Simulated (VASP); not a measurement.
Runs of VASP 6.6.1 on MgO. Symmetry: F-43m, No. 216, cubic system. The conventional cell has a = 4.564 Å, b = 4.564 Å, c = 4.564 Å, α = 90.00°, β = 90.00°, γ = 90.00°. Within 2.6 Å of Mg (site symmetry -43m) lie 4 O at 1.98 Å. Within 2.6 Å of O (site symmetry -43m) lie 4 Mg at 1.98 Å. 

```csv
level,k mesh,grid for exact exchange (PRECFOCK),share of exact exchange,screening parameter,gap on the mesh (eV),pressure (GPa)
PBE,10 × 10 × 10,-,-,-,3.64,3.5
PBE0,6 × 6 × 6,Normal,0.25,-,5.97,-0.2
r2SCAN,6 × 6 × 6,-,-,-,(a),(b)
PBE,6 × 6 × 6,-,-,-,3.64,3.5
HSE06,6 × 6 × 6,Normal,0.25,0.2079 1/Å,5.24,-0.1
```

Alike in all rows: task single point; potentials or basis VASP PAW PBE potentials, release 64 (Mg, O); no spin polarisation; cell as given; cutoff (eV) 520; smearing gaussian 0.01 eV.

Question: Estimate the missing entries.

Answer: (a) 4.32; (b) -0.6.

Caveats: the PAW data sets were made with another functional, which shifts forces and pressure a little (at least some runs); the cell stands under pressure (at least some runs).

